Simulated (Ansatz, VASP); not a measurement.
## Two plane-wave programs on Pt

The input INCAR:

```
  ALGO = Normal
  EDIFF = 1E-7
  ENCUT = 520
  GGA = PE
  ISIF = 2
  ISMEAR = 1
  LASPH = True
  LCHARG = False
  LREAL = False
  LWAVE = False
  NBANDS = 11
  NELM = 100
  PREC = Accurate
  SIGMA = 0.05
```

The input KPOINTS:

```
k-points
0
Gamma
  10 10 10
```

POSCAR

```
Pt
1.0
    0.0000000000      2.0056264069      2.0056264069
    2.0056264069      0.0000000000      2.0056264069
    2.0056264069      2.0056264069      0.0000000000
Pt
1
Direct
    0.0000000000      0.0000000000      0.0000000000
```

Input for Ansatz:

```yaml
crystal:
  lattice:
    - [0.0, 2.005626406878149, 2.005626406878149]
    - [2.005626406878149, 0.0, 2.005626406878149]
    - [2.005626406878149, 2.005626406878149, 0.0]
  atoms:
    - { symbol: Pt, position: [0.0, 0.0, 0.0] }
basis:
  ecutwfc: 500.0
kpoints:
  mp_grid:
    grid: [10, 10, 10]
hamiltonian:
  xc: pbe
scf:
  occupations:
    method: cold
    width: 0.05
output:
  stress: true
```

Alike in both runs: task single point; functional PBE; k mesh 10 × 10 × 10; no spin polarisation.

|  | VASP | Ansatz |
| --- | --- | --- |
| version | VASP 6.6.1 | Ansatz 0.2.0 |
| potentials or method | VASP PAW PBE potentials, release 64 (Pt), cutoff 520 eV | plane waves, PAW |
| occupations | methfessel-paxton of order 1, width 0.05 eV | cold, width 0.05 eV |
| valence electrons in the cell | 10 | 18 |

```csv
,VASP,Ansatz,Ansatz less VASP
pressure (GPa),-7.6,-7.1,+0.48
```

VASP's potentials hold 10 valence electrons a cell and Ansatz's 18, so a difference there can come from the potentials and not from the codes.

Neither program's run includes spin-orbit coupling.
